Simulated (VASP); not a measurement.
# SnTe (F-43m) in VASP: further runs

The runs below take SnTe through single point, with r2SCAN.

All numbers are computed with VASP 6.6.1; they aren't measurements. Logs are shortened: lines on timing, memory, paths and dates and some standing lists are left out, and cuts for length are marked.

## Step 1: The cell of the first run

It takes space group F-43m (No. 216, cubic). The conventional cell has a = 7.304 Å, b = 7.304 Å, c = 7.304 Å, α = 90.00°, β = 90.00°, γ = 90.00°. Sn (site symmetry -43m) has 4 Te at 3.16 Å within 4.2 Å. Te (site symmetry -43m) has 4 Sn at 3.16 Å within 4.2 Å.

## Step 2: Single point, r2SCAN (strained)

Input file POSCAR:

```
SnTe
1.0
    0.0000000000      3.6519158383      3.6519158383
    3.6519158383      0.0000000000      3.6519158383
    3.6519158383      3.6519158383      0.0000000000
Sn Te
1 1
Direct
    0.0000000000      0.0000000000      0.0000000000
    0.7500000000      0.7500000000      0.7500000000
```

Input file INCAR.step1:

```
SYSTEM = SnTe
PREC = Accurate
ENCUT = 550
ISMEAR = 0
SIGMA = 0.05
LREAL = .FALSE.
LASPH = .TRUE.
NELM = 120
NBANDS = 17
GGA = PE
ALGO = Normal
EDIFF = 1E-5
LWAVE = .TRUE.
LCHARG = .FALSE.
GGA_COMPAT = .FALSE.
```

Input file INCAR.step2:

```
SYSTEM = SnTe
PREC = Accurate
ENCUT = 550
EDIFF = 1E-6
ISMEAR = 0
SIGMA = 0.05
LREAL = .FALSE.
LASPH = .TRUE.
NELM = 120
ALGO = Normal
ISIF = 2
LWAVE = .FALSE.
LCHARG = .TRUE.
METAGGA = R2SCAN
LMIXTAU = .TRUE.
LELF = .TRUE.
LVHAR = .TRUE.
NBANDS = 17
ISTART = 1
GGA_COMPAT = .FALSE.
```

Input file KPOINTS:

```
Automatic mesh
0
G
  8 8 8
  0 0 0
```

Potentials or basis: VASP PAW PBE potentials, release 64 (Sn_d, Te).

Started as:

```
cat potpaw_PBE.64/Sn_d/POTCAR potpaw_PBE.64/Te/POTCAR > POTCAR
cp INCAR.step1 INCAR
mpirun -np 1 vasp_std > vasp.out
cp INCAR.step2 INCAR
mpirun -np 1 vasp_std > vasp.out
```

OUTCAR:

```text
SYSTEM = SnTe
   PREC = Accurate
   ENCUT = 550
   EDIFF = 1E-6
   ISMEAR = 0
   LREAL = .FALSE.
   LASPH = .TRUE.
   NELM = 120
   ISIF = 2
   METAGGA = R2SCAN
   ISTART = 1

 ion  position               nearest neighbor table
   1  0.000  0.000  0.000-   2 3.16   2 3.16   2 3.16   2 3.16
   2  0.750  0.750  0.750-   1 3.16   1 3.16   1 3.16   1 3.16

  LATTYP: Found a face centered cubic cell.
 ALAT       =     7.3038316766

  Lattice vectors:

 A1 = (   0.0000000000,   3.6519158383,   3.6519158383)
 A2 = (   3.6519158383,   0.0000000000,   3.6519158383)
 A3 = (   3.6519158383,   3.6519158383,   0.0000000000)

Analysis of symmetry for initial positions (statically):
=====================================================================
 Subroutine PRICEL returns:
 Original cell was already a primitive cell.

 Routine SETGRP: Setting up the symmetry group for a
 face centered cubic supercell.

 Subroutine GETGRP returns: Found 24 space group operations
 (whereof 24 operations were pure point group operations)
 out of a pool of 48 trial point group operations.

The static configuration has the point symmetry T_d .

Analysis of symmetry for dynamics (positions and initial velocities):
=====================================================================
 Subroutine PRICEL returns:
 Original cell was already a primitive cell.

 Routine SETGRP: Setting up the symmetry group for a
 face centered cubic supercell.

 Subroutine GETGRP returns: Found 24 space group operations
 (whereof 24 operations were pure point group operations)
 out of a pool of 48 trial point group operations.

The dynamic configuration has the point symmetry T_d .

 Subroutine INISYM returns: Found 24 space group operations
 (whereof 24 operations are pure point group operations),
 and found     1 'primitive' translations

----------------------------------------------------------------------------------------

                                     Primitive cell

  volume of cell :      97.4075

  direct lattice vectors                    reciprocal lattice vectors
     0.000000000  3.651915838  3.651915838    -0.136914437  0.136914437  0.136914437
     3.651915838  0.000000000  3.651915838     0.136914437 -0.136914437  0.136914437
     3.651915838  3.651915838  0.000000000     0.136914437  0.136914437 -0.136914437

  length of vectors
     5.164588907  5.164588907  5.164588907     0.237142761  0.237142761  0.237142761

  position of ions in fractional coordinates (direct lattice)
     0.000000000  0.000000000  0.000000000
     0.750000000  0.750000000  0.750000000

  ion indices of the primitive-cell ions
   primitive index   ion index
                 1           1
                 2           2

----------------------------------------------------------------------------------------

 KPOINTS: Automatic mesh

Automatic generation of k-mesh.
 Grid dimensions read from file:
 generate k-points for:    8    8    8

 Generating k-lattice:

  Cartesian coordinates                     Fractional coordinates (reciprocal lattice)
    -0.017114305  0.017114305  0.017114305     0.125000000  0.000000000  0.000000000
     0.017114305 -0.017114305  0.017114305     0.000000000  0.125000000  0.000000000
     0.017114305  0.017114305 -0.017114305     0.000000000  0.000000000  0.125000000

  Length of vectors
     0.029642845  0.029642845  0.029642845

  Shift w.r.t. Gamma in fractional coordinates (k-lattice)
     0.000000000  0.000000000  0.000000000

 Subroutine IBZKPT returns following result:
 ===========================================

 Found     29 irreducible k-points:

 Following reciprocal coordinates:
            Coordinates               Weight
  0.000000  0.000000  0.000000      1.000000
  0.125000  0.000000  0.000000      8.000000
  0.250000  0.000000  0.000000      8.000000
  0.375000  0.000000  0.000000      8.000000
  0.500000  0.000000  0.000000      4.000000
  0.125000  0.125000  0.000000      6.000000
[... 16 lines left out ...]
  0.500000  0.250000  0.125000     48.000000
 -0.375000  0.250000  0.125000     24.000000
 [... further k-points ...]
   k-points           NKPTS =     29   k-points in BZ     NKDIM =     29   number of bands    NBANDS=     17
   number of dos      NEDOS =    301   number of ions     NIONS =      2
   total plane-waves  NPLWV =  64000
   dimension x,y,z NGX =    40 NGY =   40 NGZ =   40
   dimension x,y,z NGXF=    80 NGYF=   80 NGZF=   80
   ions per type =               1   1
   NGX,Y,Z   is equivalent  to a cutoff of  12.88, 12.88, 12.88 a.u.
   NGXF,Y,Z  is equivalent  to a cutoff of  25.75, 25.75, 25.75 a.u.
 SYSTEM =  SnTe
   PREC   = accura    normal or accurate (medium, high low for compatibility)
   ISTART =      1    job   : 0-new  1-cont  2-samecut
   ICHARG =      0    charge: 1-file 2-atom 10-const
   ISPIN  =      1    spin polarized calculation?
   LNONCOLLINEAR =      F non collinear calculations
   LSORBIT =      F    spin-orbit coupling
   LASPH  =      T    aspherical Exc in radial PAW
   ENCUT  =  550.0 eV  40.42 Ry    6.36 a.u.   9.88  9.88  9.88*2*pi/ulx,y,z
   NELM   =    120;   NELMIN=  2; NELMDL=  0     # of ELM steps
   EDIFF  = 0.1E-05   stopping-criterion for ELM
   LREAL  =      F    real-space projection
   EDIFFG = 0.1E-04   stopping-criterion for IOM
   NSW    =      0    number of steps for IOM
   IBRION =     -1    ionic relax: 0-MD 1-quasi-New 2-CG
   NFREE  =      0    steps in history (QN), initial steepest desc. (CG)
   ISIF   =      2    stress and relaxation
   ISYM   =      2    0-nonsym 1-usesym 2-fastsym
   POTIM  = 0.5000    time-step for ionic-motion
   TEBEG  =    0.0;   TEEND  =   0.0 temperature during run
   PSTRESS=    0.0 pullay stress
   NELECT =      20.0000    total number of electrons
   NUPDOWN=      -1.0000    fix difference up-down
   EMIN   =  10.00;   EMAX   =-10.00  energy-range for DOS
   EFERMI =   0.00;   METHOD = LEGACY
   ISMEAR =     0;   SIGMA  =   0.05  broadening in eV -4-tet -1-fermi 0-gaus
   EFERMI_NEDOS =   21; number of points for ismear=-14 and -15
   IALGO  =     38    algorithm
   IMIX   =      4    mixing-type and parameters
     AMIX     =   0.40;   BMIX     =  1.00
     AMIX_MAG =   1.60;   BMIX_MAG =  1.00
  volume/ion in A,a.u.               =      48.70       328.67
  Fermi-wavevector in a.u.,A,eV,Ry     =   0.965800  1.825098 12.691113  0.932771
  Thomas-Fermi vector in A             =   2.095548
   LORBIT       =      0    0 simple, 1 ext, 2 COOP (PROOUT), +10 PAW based schemes
   METAGGA = R2SCAN    functional components
   LHFCALC =     F    Hartree Fock is set to
   AEXX    =    0.0000 exact exchange contribution
   IVDW    =     0    specifies the selected vdW correction
   LEPSILON=     F    determine dielectric tensor
   LRPA    =     F    only Hartree local field effects (RPA)
 non-spin polarized calculation
 Gauss-broadening in eV      SIGMA  =   0.05
  energy-cutoff  :      550.00
  volume of cell :       97.41
 maximum number of plane-waves:      2884
   NGX = 19   NGY = 19   NGZ = 19

 number of electron      19.9999993 magnetization

 Free energy of the ion-electron system (eV)
  ---------------------------------------------------
  ext. energy  EPLUGINS =         0.00000000
  ---------------------------------------------------
  free energy    TOTEN  =       -50.04550627 eV

  energy without entropy =      -50.04550555  energy(sigma->0) =      -50.04550591

 E-fermi :   2.9060     XC(G=0):  -7.8135

 val. band max:        2.7756122462   @ k =  -0.2500   0.5000   0.2500
 cond. band min:       3.0300260320   @ k =   0.5000   0.5000   0.0000
 fundamental gap:      0.2544137858
 Fermi energy:         2.9060053441

 k-point     1 :       0.0000    0.0000    0.0000
  band No.  band energies     occupation
      1     -19.7541      2.00000
      2     -19.7541      2.00000
      3     -19.7541      2.00000
      4     -19.7433      2.00000
      5     -19.7433      2.00000
      6      -9.0830      2.00000
[... 9 lines left out ...]
     16       9.5922      0.00000
     17      10.7281      0.00000

 k-point     2 :       0.1250    0.0000    0.0000
  band No.  band energies     occupation
      1     -19.7542      2.00000
      2     -19.7539      2.00000
      3     -19.7539      2.00000
      4     -19.7432      2.00000
      5     -19.7432      2.00000
      6      -9.0164      2.00000
[... 9 lines left out ...]
     16       9.1901      0.00000
     17      10.3161      0.00000

 k-point     3 :       0.2500    0.0000    0.0000
  band No.  band energies     occupation
      1     -19.7547      2.00000
      2     -19.7534      2.00000
      3     -19.7534      2.00000
      4     -19.7432      2.00000
      5     -19.7432      2.00000
      6      -8.8404      2.00000
[... 9 lines left out ...]
     16       8.9863      0.00000
     17      10.1550      0.00000

 k-point     4 :       0.3750    0.0000    0.0000
  band No.  band energies     occupation
      1     -19.7551      2.00000
      2     -19.7530      2.00000
      3     -19.7530      2.00000
      4     -19.7431      2.00000
      5     -19.7431      2.00000
      6      -8.6361      2.00000
[... 9 lines left out ...]
     16       9.3934      0.00000
     17      10.1126      0.00000
[... 343 lines left out ...]
      1     -19.7554      2.00000
      2     -19.7529      2.00000
      3     -19.7527      2.00000
      4     -19.7435      2.00000
      5     -19.7429      2.00000
      6      -8.6958      2.00000
[... 9 lines left out ...]
     16       9.8130      0.00000
     17      11.4734      0.00000

 k-point    23 :       0.5000    0.2500    0.1250
  band No.  band energies     occupation
      1     -19.7557      2.00000
      2     -19.7526      2.00000
      3     -19.7523      2.00000
      4     -19.7434      2.00000
      5     -19.7429      2.00000
      6      -8.5169      2.00000
[... 9 lines left out ...]
     16      10.1557      0.00000
     17      10.9483      0.00000

 k-point    24 :      -0.3750    0.2500    0.1250
  band No.  band energies     occupation
      1     -19.7558      2.00000
      2     -19.7526      2.00000
      3     -19.7522      2.00000
      4     -19.7433      2.00000
      5     -19.7430      2.00000
      6      -8.4342      2.00000
[... 9 lines left out ...]
     16      10.0589      0.00000
     17      10.5690      0.00000

 [... further k-points ...]

------------------------ aborting loop because EDIFF is reached ----------------------------------------

  FORCE on cell =-STRESS in cart. coord.  units (eV):
  Direction    XX          YY          ZZ          XY          YZ          ZX
  --------------------------------------------------------------------------------------
  -------------------------------------------------------------------------------------
  Total       -0.8288701     -0.8288701     -0.8288701      0.0000000      0.0000000      0.0000000
  in kB      -13.6334193    -13.6334193    -13.6334193      0.0000000      0.0000000      0.0000000
  external PRESSURE =     -13.6334193 kB  Pullay stress =       0.0000000 kB

 VOLUME and BASIS-vectors are now :
 -----------------------------------------------------------------------------
  energy-cutoff  :      550.00
  volume of cell :       97.41
      direct lattice vectors                 reciprocal lattice vectors
     0.000000000  3.651915838  3.651915838    -0.136914437  0.136914437  0.136914437
     3.651915838  0.000000000  3.651915838     0.136914437 -0.136914437  0.136914437
     3.651915838  3.651915838  0.000000000     0.136914437  0.136914437 -0.136914437

 POSITION                                       TOTAL-FORCE (eV/Angst)
 -----------------------------------------------------------------------------------
      0.00000      0.00000      0.00000        -0.000000     -0.000000      0.000000
      5.47787      5.47787      5.47787         0.000000      0.000000     -0.000000
 -----------------------------------------------------------------------------------
    total drift:                                0.000000      0.000000      0.000000

  FREE ENERGIE OF THE ION-ELECTRON SYSTEM (eV)
  ---------------------------------------------------
  free  energy   TOTEN  =       -50.0455062702 eV

  energy  without entropy=      -50.0455055504  energy(sigma->0) =      -50.04550591
```

It took 4.7 min on 1 thread of Intel Xeon 8259CL, shared host; peak memory 0.28 GiB.

What came out:

```
Free energy            : -50.0455 eV
Pressure               : -1.4 GPa
Band gap on the k mesh : 0.25 eV (least direct gap 0.93 eV)
```

Caveat: the cell differs from its parent crystal (strained); the PAW data sets were made with another functional, which shifts forces and pressure a little; spin-orbit coupling is left out, which moves the levels of the heavy elements. A k mesh can miss the band edges.

## Step 3: Single point, r2SCAN

POSCAR is that of step 2.

Input file INCAR.step1:

```
  PREC = Accurate
  ENCUT = 550
  ISMEAR = 0
  SIGMA = 0.05
  LREAL = F
  LASPH = T
  NELM = 120
  NBANDS = 17
  GGA = PE
  ALGO = Normal
  EDIFF = 1E-5
  LWAVE = T
  LCHARG = F
  GGA_COMPAT = F
```

Input file INCAR.step2:

```
  PREC = Accurate
  ENCUT = 550
  EDIFF = 1E-6
  ISMEAR = 0
  SIGMA = 0.05
  LREAL = F
  LASPH = T
  NELM = 120
  ALGO = Normal
  ISIF = 2
  LWAVE = F
  LCHARG = T
  METAGGA = R2SCAN
  LMIXTAU = T
  LELF = T
  LVHAR = T
  NBANDS = 17
  ISTART = 1
  GGA_COMPAT = F
```

Input file KPOINTS:

```
Automatic mesh
0
Gamma
  8 8 8
```

Potentials or basis: VASP PAW PBE potentials, release 64 (Sn_d, Te).

Started as:

```
cat potpaw_PBE.64/Sn_d/POTCAR potpaw_PBE.64/Te/POTCAR > POTCAR
cp INCAR.step1 INCAR
mpirun -np 1 vasp_std > vasp.out
cp INCAR.step2 INCAR
mpirun -np 1 vasp_std > vasp.out
```

Run time: 4.6 min. Hardware: 1 thread of Intel Xeon 8259CL, shared host; peak memory 0.28 GiB.

Results (log left out):

```
Free energy            : -50.0455 eV
Pressure               : -1.4 GPa
Band gap on the k mesh : 0.25 eV (least direct gap 0.93 eV)
```

Levels at points of the mesh, in eV from the valence-band top:
```
           k point  band 8  band 9  band 10  band 11  band 12  band 13
(0.00, 0.00, 0.00)   -2.02   -2.02    -2.02     1.12     1.12     1.12
(0.50, 0.00, 0.00)   -2.55   -2.55    -2.04     1.94     1.94     3.50
(0.50, 0.50, 0.00)   -3.20   -3.20    -0.68     0.25     4.00     4.00
```

Caveat: the PAW data sets were made with another functional, which shifts forces and pressure a little; spin-orbit coupling is left out, which moves the levels of the heavy elements. A k mesh can miss the band edges.
